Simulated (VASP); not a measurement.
**MgS (Niningerite): single point with LDA**

Crystal: MgS (Niningerite).

```
S Mg
1.0
     0.00000    2.60165    2.60165
     2.60165    0.00000    2.60165
     2.60165    2.60165    0.00000
S Mg
1 1
Direct
  0.50000 0.50000 0.50000
  0.00000 0.00000 0.00000
```

```json
{
 "Program": "VASP 6.6.1",
 "Task": "single point",
 "Functional": "LDA",
 "Potentials or basis": "VASP PAW LDA potentials, release 64 (S, Mg)",
 "Cutoff": "520 eV",
 "k mesh": "9 × 9 × 9",
 "Occupations": "fermi-dirac, width 0.05 eV",
 "Spin": "no spin polarisation"
}
```

```yaml
Pressure: -3.9 GPa
Band_gap_on_the_k_mesh: 2.69 eV, indirect (least direct gap 3.49 eV)
```

Levels at points of the mesh, in eV from the valence-band top:
| k point | band 1 | band 2 | band 3 | band 4 | band 5 | band 6 | band 7 | band 8 | band 9 |
| --- | --- | --- | --- | --- | --- | --- | --- | --- | --- |
| (0.00, 0.00, 0.00) | -12.64 | 0.00 | 0.00 | 0.00 | 3.49 | 7.84 | 7.84 | 7.84 | 10.27 |

Run time: 11 s on 1 thread of Intel(R) Xeon(R) Platinum 8259CL CPU @ 2.50GHz (Skylake/Cascade Lake), on a shared host, peak memory 0.14 GiB.

A k mesh can miss the band edges.
